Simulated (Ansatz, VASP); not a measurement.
Two plane-wave programs on ZnS

INCAR

```
SYSTEM = ZnS
PREC     = Accurate       ! precision mode
ENCUT    = 520            ! plane-wave cutoff, eV
EDIFF    = 1E-7           ! SCF threshold, eV
ISMEAR   = 0              ! smearing method
SIGMA    = 0.05           ! smearing width, eV
LREAL    = .False.        ! projectors in reciprocal space
LASPH    = .True.         ! aspherical terms in the spheres
NELM     = 60             ! most SCF steps
ALGO     = Normal         ! electronic algorithm
ISIF     = 2              ! what is computed and relaxed
LWAVE    = .False.        ! write WAVECAR
LCHARG   = .False.        ! write CHGCAR
GGA      = PE             ! functional
NBANDS   = 46             ! bands
```

File KPOINTS:

```
regular mesh
0
Gamma
  12 12 2
  0 0 0
```

The input POSCAR:

```
ZnS
1.0
    3.8467234434      0.0000000000      0.0000000000
   -1.9233617217      3.3313602233      0.0000000000
    0.0000000000      0.0000000000     12.9679317746
Zn S
4 4
Direct
    0.0000000000      0.0000000000      0.0000503469
    0.0000000000      0.0000000000      0.5000503469
    0.3333333333      0.6666666667      0.2500245137
    0.6666666667      0.3333333333      0.7500245137
    0.0000000000      0.0000000000      0.1872896978
    0.0000000000      0.0000000000      0.6872896978
    0.3333333333      0.6666666667      0.4376354415
    0.6666666667      0.3333333333      0.9376354415
```

Input for Ansatz:

```yaml
crystal:
  lattice:
    - [3.8467234434, 0.0, 0.0]
    - [-1.9233617217, 3.3313602233, 0.0]
    - [0.0, 0.0, 12.9679317746]
  atoms:
    - { symbol: Zn, position: [0.0, 0.0, 5.03469e-05] }
    - { symbol: Zn, position: [0.0, 0.0, 0.5000503469] }
    - { symbol: Zn, position: [0.3333333333, 0.6666666667, 0.2500245137] }
    - { symbol: Zn, position: [0.6666666667, 0.3333333333, 0.7500245137] }
    - { symbol: S, position: [0.0, 0.0, 0.1872896978] }
    - { symbol: S, position: [0.0, 0.0, 0.6872896978] }
    - { symbol: S, position: [0.3333333333, 0.6666666667, 0.4376354415] }
    - { symbol: S, position: [0.6666666667, 0.3333333333, 0.9376354415] }
basis:
  ecutwfc: 420
kpoints:
  mp_grid: { grid: [12, 12, 2] }
hamiltonian:
  xc: pbe
scf:
  occupations: { method: gaussian, width: 0.05 }
output:
  forces: true
  stress: true
  eigenvalues: true
```

Change from the starting cell: strain +0.000 along x and y, +0.030 along z, atoms carried along.

Alike in both runs: task single point; functional PBE; k mesh 12 × 12 × 2; occupations gaussian, width 0.05 eV; no spin polarisation.

|  | VASP | Ansatz |
| --- | --- | --- |
| version | VASP 6.6.1 | Ansatz 0.2.0 |
| potentials or method | VASP PAW PBE potentials, release 64 (Zn, S), cutoff 520 eV | scalar-relativistic, plane waves, PAW |
| valence electrons in the cell | 72 | 72 |

```csv
,VASP,Ansatz,Ansatz less VASP
gap on the k mesh at the Fermi level (eV),1.87,1.87,-0.002
least direct gap on the mesh (eV),1.87,1.87,-0.002
pressure (GPa),-1.7,-1.8,-0.12
"traceless stress, the component that is largest in VASP (GPa)",-2.22,-2.20,+0.018
rms of the force components (eV/Å),0.067,0.065,-0.0017
```

Atom by atom the forces differ by 0.002 eV/Å (rms over components).
